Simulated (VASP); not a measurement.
Here is a VASP 6.6.1 calculation.

POSCAR

```
HfO2
1.0
    4.8382036345      0.0000000000      0.0000000000
    0.0000000000      4.8382036345      0.0000000000
    0.0000000000      0.0000000000      3.2203479159
Hf O
2 4
Direct
    0.0000000000      0.0000000000      0.0000000000
    0.5000000000      0.5000000000      0.5000000000
    0.1949191830      0.8050808170      0.5000000000
    0.3050808170      0.3050808170      0.0000000000
    0.6949191830      0.6949191830      0.0000000000
    0.8050808170      0.1949191830      0.5000000000
```

Contents of INCAR.step1:

```
PREC = Accurate ; ENCUT = 520
ISMEAR = 0 ; SIGMA = 0.02
LREAL = F ; LASPH = T
NELM = 80 ; NBANDS = 31
GGA = PE ; ALGO = Normal
EDIFF = 1E-4 ; LWAVE = T
LCHARG = F
```

Contents of INCAR.step2:

```
PREC = Accurate ; ENCUT = 520
EDIFF = 1E-6 ; ISMEAR = 0
SIGMA = 0.02 ; LREAL = F
LASPH = T ; NELM = 80
ALGO = Normal ; ISIF = 2
LWAVE = F ; LCHARG = F
METAGGA = R2SCAN ; LMIXTAU = T
NBANDS = 31 ; ISTART = 1
```

The input KPOINTS:

```
regular mesh
0
Gamma
  6 6 8
```

Potentials or basis: VASP PAW PBE potentials, release 64 (Hf_pv, O).

Launch:

```sh
$ cat potpaw_PBE.64/Hf_pv/POTCAR potpaw_PBE.64/O/POTCAR > POTCAR
$ cp INCAR.step1 INCAR
$ mpirun -np 1 vasp_std > vasp.out
$ cp INCAR.step2 INCAR
$ mpirun -np 1 vasp_std > vasp.out
```

Q: What does it give for the band gap on the k mesh?

A: 4.47 eV.

Q: Predict the largest force.

A: 0.051 eV/Å.

Q: Estimate the pressure.

A: -3.2 GPa.

Stress tensor (GPa, compression positive):
```
-2.93  0.00  0.00
 0.00 -2.93  0.00
 0.00  0.00 -3.77
```

Caveat: the cell stands under tension; the PAW data sets were made with another functional, which shifts forces and pressure a little; spin-orbit coupling is left out, which moves the levels of the heavy elements. A k mesh can miss the band edges.
